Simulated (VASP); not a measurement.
Wanted: the native input for a VASP 6.6.1 run.

```yaml
Task: single point
Functional: PBEsol
Potentials_or_basis: VASP PAW PBE potentials, release 64 (C)
Cutoff: 520 eV
k_mesh: 12 × 12 × 12
Occupations: gaussian, width 0.05 eV
Spin: no spin polarisation
Dipole_correction: no
Further_INCAR_settings: ALGO = Normal; EDIFF = 1e-07; NBANDS = 31
```

The structure of C lies in POSCAR:

```
C
1.0
    1.2283500000      0.7091882032     10.0411333333
   -1.2283500000      0.7091882032     10.0411333333
    0.0000000000     -1.4183764063     10.0411333333
C
10
Direct
    0.0248220069      0.0248220069      0.0248220069
    0.9751779931      0.9751779931      0.9751779931
    0.1086877374      0.1086877374      0.1086877374
    0.8913122626      0.8913122626      0.8913122626
    0.1583652898      0.1583652898      0.1583652898
    0.8416347102      0.8416347102      0.8416347102
    0.3748635523      0.3748635523      0.3748635523
    0.6251364477      0.6251364477      0.6251364477
    0.4253181912      0.4253181912      0.4253181912
    0.5746818088      0.5746818088      0.5746818088
```

The input as run:

INCAR

```
SYSTEM = C
PREC = Accurate
ENCUT = 520
EDIFF = 1E-7
ISMEAR = 0
SIGMA = 0.05
LREAL = .False.
LASPH = .True.
NELM = 100
ALGO = Normal
ISIF = 2
LWAVE = .False.
LCHARG = .True.
GGA = PS
LELF = .True.
LVHAR = .True.
NBANDS = 31
```

KPOINTS

```
Automatic mesh
0
Gamma
  12 12 12
  0 0 0
```

Potentials or basis: VASP PAW PBE potentials, release 64 (C).

Run with:

```sh
$ cat potpaw_PBE.64/C/POTCAR > POTCAR
$ mpirun -np 1 vasp_std > vasp.out
```

Results of the run:

```yaml
Pressure: 35.9 GPa
Largest_force: 0.060 eV/Å
Band_gap_on_the_k_mesh: 4.48 eV (least direct gap 5.39 eV)
```

Caveat: the cell stands under pressure; the PAW data sets were made with another functional, which shifts forces and pressure a little.

Wall time 52 min on 1 thread of Intel(R) Xeon(R) 6975P-C (Granite Rapids), on a shared host, peak memory 0.96 GiB.
